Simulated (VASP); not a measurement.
Set up this calculation in VASP 6.6.1, as the native input.

```
Task                            : G0W0 quasiparticle levels
Functional                      : PBE
Potentials or basis             : VASP PAW PBE potentials, release 64 (B_GW, N_GW)
Cutoff                          : 500 eV
k mesh                          : 6 × 6 × 2
Occupations                     : gaussian, width 0.01 eV
Spin                            : no spin polarisation
Dipole correction               : no
GW scheme                       : G0W0
GW iterations                   : 1
Cutoff of the response function : 120
Frequency points                : 96
Empty bands                     : 105
Further INCAR settings          : ALGO = EVGW0; EDIFF = 1e-08; NBANDS = 113
```

BN:

```xyz
4
Lattice="2.5006 0.0000 0.0000 -1.2503 2.1656 0.0000 0.0000 0.0000 6.5236" Properties=species:S:1:pos:R:3 pbc="T T T"
B     0.0000    1.4437    1.6309
B     1.2503    0.7219    4.8927
N     0.0000    1.4437    4.8927
N     1.2503    0.7219    1.6309
```

The input as run:

POSCAR

```
BN
1.0
    2.5005826604      0.0000000000      0.0000000000
   -1.2502913302      2.1655681082      0.0000000000
    0.0000000000      0.0000000000      6.5236386365
B N
2 2
Direct
    0.3333333333      0.6666666667      0.2500000000
    0.6666666667      0.3333333333      0.7500000000
    0.3333333333      0.6666666667      0.7500000000
    0.6666666667      0.3333333333      0.2500000000
```

INCAR.step1

```
SYSTEM = BN
ALGO = Normal
EDIFF = 1E-8
ENCUT = 500
GGA = PE
ISMEAR = 0
LASPH = .TRUE.
LCHARG = .FALSE.
LREAL = .FALSE.
LWAVE = .TRUE.
NELM = 60
PREC = Accurate
SIGMA = 0.01
```

INCAR.step2

```
SYSTEM = BN
ALGO = Exact
EDIFF = 1E-8
ENCUT = 500
GGA = PE
ISMEAR = 0
ISTART = 1
LASPH = .TRUE.
LCHARG = .FALSE.
LOPTICS = .TRUE.
LREAL = .FALSE.
LWAVE = .TRUE.
NBANDS = 113
NELM = 1
PREC = Accurate
SIGMA = 0.01
```

INCAR.step3

```
SYSTEM = BN
ALGO = EVGW0
EDIFF = 1E-8
ENCUT = 500
ENCUTGW = 120.0
GGA = PE
ISMEAR = 0
ISTART = 1
LASPH = .TRUE.
LCHARG = .FALSE.
LREAL = .FALSE.
LWAVE = .FALSE.
NBANDS = 113
NBANDSGW = 16
NELMGW = 1
NOMEGA = 96
OMEGAMAX = 20
PREC = Accurate
PRECFOCK = Fast
SIGMA = 0.01
```

KPOINTS

```
k-points
0
G
  6 6 2
  0 0 0
```

Potentials or basis: VASP PAW PBE potentials, release 64 (B_GW, N_GW).

The run is started by

```bash
$ cat potpaw_PBE.64/B_GW/POTCAR potpaw_PBE.64/N_GW/POTCAR > POTCAR
$ cp INCAR.step1 INCAR
$ mpirun -np 1 vasp_std > vasp.out
$ cp INCAR.step2 INCAR
$ mpirun -np 1 vasp_std > vasp.out
$ cp INCAR.step3 INCAR
$ mpirun -np 1 vasp_std > vasp.out
```

It gave:

```yaml
Quasiparticle_gap: 5.70 eV
Least_direct_quasiparticle_gap: 6.14 eV
Band_gap_of_the_starting_levels_on_the_mesh: 4.27 eV
Least_direct_gap_of_the_starting_levels_on_the_mesh: 4.66 eV
```

Caveat: the k points lie up to 0.48 Å⁻¹ apart; bands, screening cutoff and mesh are small and nothing is extrapolated, so the quasiparticle values aren't converged.

Wall time 3.4 min on 1 thread of AMD EPYC 7R13 Processor (Zen 3), on a shared host, peak memory 0.41 GiB.
